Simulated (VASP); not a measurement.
Here is a VASP 6.6.1 calculation.

File INCAR:

```
  PREC = Accurate
  ENCUT = 600
  EDIFF = 1E-6
  ISMEAR = 0
  SIGMA = 0.1
  LREAL = False
  LASPH = True
  NELM = 120
  ALGO = Normal
  ISIF = 2
  LWAVE = False
  LCHARG = False
  GGA = PS
  NBANDS = 16
  GGA_COMPAT = False
```

Contents of KPOINTS:

```
Automatic mesh
0
Gamma
  9 9 9
```

File POSCAR:

```
ZrN
1.0
    0.0000000000      2.3227737583      2.3227737583
    2.3227737583      0.0000000000      2.3227737583
    2.3227737583      2.3227737583      0.0000000000
Zr N
1 1
Direct
    0.5000000000      0.5000000000      0.5000000000
    0.0000000000      0.0000000000      0.0000000000
```

Potentials or basis: VASP PAW PBE potentials, release 64 (Zr_sv, N).

Launch:

```console
$ cat potpaw_PBE.64/Zr_sv/POTCAR potpaw_PBE.64/N/POTCAR > POTCAR
$ mpirun -np 1 vasp_std > vasp.out
```

Task: What does it give for the pressure?

Result: -14.2 GPa.

Caveat: the PAW data sets were made with another functional, which shifts forces and pressure a little.
